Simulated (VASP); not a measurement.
Set up this calculation in VASP 6.6.1, as the native input.

- Task: single point
- Functional: PBEsol
- Potentials or basis: VASP PAW PBE potentials, release 64 (Sn_d)
- Cutoff: 520 eV
- k mesh: 12 × 12 × 12
- Occupations: gaussian, width 0.15 eV
- Spin: no spin polarisation
- Dipole correction: no
- Further INCAR settings: ALGO = Fast; EDIFF = 1e-07; NBANDS = 21

The structure of Sn lies in POSCAR:

```
Sn
1.0
    0.0000000000      3.2456000000      2.8804700000
    3.2456000000      0.0000000000      2.8804700000
    3.2456000000      3.2456000000      0.0000000000
Sn
2
Direct
    0.5000000000      0.5000000000      0.5000000000
    0.7500000000      0.7500000000      0.7500000000
```

This cell differs from its parent crystal: strain -0.1125 x Voigt [0, 0, 1, 0, 0, 0].

The input as run:

INCAR

```
PREC = Accurate
ENCUT = 520
EDIFF = 1E-7
ISMEAR = 0
SIGMA = 0.15
LREAL = F
LASPH = T
NELM = 100
ALGO = Fast
ISIF = 2
LWAVE = F
LCHARG = F
GGA = PS
NBANDS = 21
```

KPOINTS

```
Automatic mesh
0
Gamma
  12 12 12
```

Potentials or basis: VASP PAW PBE potentials, release 64 (Sn_d).

Launch:

```sh
$ cat potpaw_PBE.64/Sn_d/POTCAR > POTCAR
$ mpirun -np 1 vasp_std > vasp.out
```

Results of the run:

```
Pressure               : 7.8 GPa
Band gap on the k mesh : zero (bands 14 and 15 overlap by 0.36 eV)
```

Caveat: the cell differs from its parent crystal (strain -0.1125 x Voigt [0, 0, 1, 0, 0, 0]); the cell stands under pressure; the PAW data sets were made with another functional, which shifts forces and pressure a little; spin-orbit coupling is left out, which moves the levels of the heavy elements.

Wall time 5.8 min on 1 thread of Intel Xeon 8259CL (shared host), peak memory 0.3 GiB.
